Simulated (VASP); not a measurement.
Here is a VASP 6.6.1 calculation.

Contents of INCAR:

```
SYSTEM = CdS
PREC     = Accurate       ! precision mode
ENCUT    = 520            ! plane-wave cutoff, eV
EDIFF    = 1E-6           ! SCF threshold, eV
ISMEAR   = -1             ! smearing method
SIGMA    = 0.08           ! smearing width, eV
LREAL    = .FALSE.        ! projectors in reciprocal space
LASPH    = .TRUE.         ! aspherical terms in the spheres
NELM     = 100            ! most SCF steps
ALGO     = Normal         ! electronic algorithm
ISIF     = 2              ! what is computed and relaxed
LWAVE    = .FALSE.        ! write WAVECAR
LCHARG   = .TRUE.         ! write CHGCAR
GGA      = PS             ! functional
LELF     = .TRUE.         ! ELF
LVHAR    = .TRUE.       
NBANDS   = 16             ! bands
```

File KPOINTS:

```
Automatic mesh
0
G
  11 11 11
  0 0 0
```

POSCAR

```
CdS
1.0
    0.0000000000      2.5608870325      2.5608870325
    2.5608870325      0.0000000000      2.5608870325
    2.5608870325      2.5608870325      0.0000000000
Cd S
1 1
Direct
    0.0000000000      0.0000000000      0.0000000000
    0.2500000000      0.2500000000      0.2500000000
```

Potentials or basis: VASP PAW PBE potentials, release 64 (Cd, S).

Run with:

```bash
$ cat potpaw_PBE.64/Cd/POTCAR potpaw_PBE.64/S/POTCAR > POTCAR
$ mpirun -np 1 vasp_std > vasp.out
```

(1) What does it give for the band gap on the k mesh?

(2) What does it give for the pressure?

Answers

(1) 1.65 eV, direct.

(2) 59.3 GPa.

Caveat: the PAW data sets were made with another functional, which shifts forces and pressure a little.
